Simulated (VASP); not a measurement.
Input of a VASP 6.6.1 run:

File INCAR:

```
PREC = Accurate
ENCUT = 520
EDIFF = 1E-7
ISMEAR = 0
SIGMA = 0.02
LREAL = F
LASPH = T
NELM = 60
ALGO = Normal
ISIF = 2
LWAVE = F
LCHARG = T
GGA = PS
LELF = T
LVHAR = T
NBANDS = 49
```

File KPOINTS:

```
regular mesh
0
Gamma
  12 12 1
```

Contents of POSCAR:

```
WSe2
1.0
    3.2701964327      0.0000000000      0.0000000000
   -1.6350982163      2.8320731861      0.0000000000
    0.0000000000      0.0000000000     30.9492019492
W Se
3 6
Direct
    0.6666666667      0.3333333333      0.0000000000
    0.3333333333      0.6666666667      0.7865022683
    0.3333333333      0.6666666667      0.2134977317
    0.3333333333      0.6666666667      0.0541040286
    0.6666666667      0.3333333333      0.8406155707
    0.6666666667      0.3333333333      0.2675356994
    0.3333333333      0.6666666667      0.9458959714
    0.6666666667      0.3333333333      0.7324643006
    0.6666666667      0.3333333333      0.1593844293
```

Potentials or basis: VASP PAW PBE potentials, release 64 (W_sv, Se).

Launch:

```console
$ cat potpaw_PBE.64/W_sv/POTCAR potpaw_PBE.64/Se/POTCAR > POTCAR
$ mpirun -np 1 vasp_std > vasp.out
```

Q: Estimate the largest force.

A: 0.062 eV/Å.

Q: What does it give for the band gap on the k mesh?

A: 1.24 eV (least direct gap 1.63 eV).

Forces on the atoms (eV/Å):
```
W    0.000  0.000  0.000
W    0.000  0.000  0.000
W    0.000  0.000  0.000
Se   0.000  0.000  0.062
Se   0.000  0.000  0.062
Se   0.000  0.000  0.062
Se   0.000  0.000 -0.062
Se   0.000  0.000 -0.062
Se   0.000  0.000 -0.062
```

Caveat: the PAW data sets were made with another functional, which shifts forces and pressure a little; spin-orbit coupling is left out, which moves the levels of the heavy elements.
